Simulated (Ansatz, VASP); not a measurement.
# One calculation of B, two programs

```
B
1.0
     5.00656    0.00000    0.00000
     0.00000    5.57071    0.00000
     0.00000    0.00000    6.86051
B
28
Direct
  0.65295 0.90768 0.29004
  0.34705 0.09232 0.29004
  0.15295 0.59232 0.20996
  0.84705 0.40768 0.20996
  0.34705 0.09232 0.70996
  0.65295 0.90768 0.70996
  0.84705 0.40768 0.79004
  0.15295 0.59232 0.79004
  0.14822 0.77175 0.00000
  0.85178 0.22825 0.00000
  0.64822 0.72825 0.50000
  0.35178 0.27175 0.50000
  0.83574 0.99167 0.50000
  0.16426 0.00833 0.50000
  0.33574 0.50833 0.00000
  0.66426 0.49167 0.00000
  0.33963 0.78099 0.37393
  0.66037 0.21901 0.37393
  0.83963 0.71901 0.12607
  0.16037 0.28099 0.12607
  0.66037 0.21901 0.62607
  0.33963 0.78099 0.62607
  0.16037 0.28099 0.87393
  0.83963 0.71901 0.87393
  0.17042 0.52200 0.50000
  0.82958 0.47800 0.50000
  0.67042 0.97800 0.00000
  0.32958 0.02200 0.00000
```

Alike in both runs: functional PBE; dispersion D3(BJ); k mesh 6 × 6 × 4; occupations gaussian, width 0.02 eV; no spin polarisation.

Ansatz relaxed the structure, and its values are those at the end. VASP's run is a single point on that final structure, the one shown.

|  | VASP | Ansatz |
| --- | --- | --- |
| version | VASP 6.6.1 | Ansatz 0.2.0 |
| potentials or method | VASP PAW PBE potentials, release 64 (B), cutoff 520 eV | scalar-relativistic, plane waves, PAW |
| valence electrons in the cell | 84 | 84 |

Ansatz gave:

| Quantity | Value |
| --- | --- |
| gap on the k mesh at the Fermi level (eV) | 1.53 |
| least direct gap on the mesh (eV) | 1.67 |
| pressure (GPa) | 0.0 |
| rms of the force components (eV/Å) | 0.000 |

What did VASP give for the same quantities?

gap on the k mesh at the Fermi level (eV): 1.53; least direct gap on the mesh (eV): 1.66; pressure (GPa): 0.1; rms of the force components (eV/Å): 0.006.
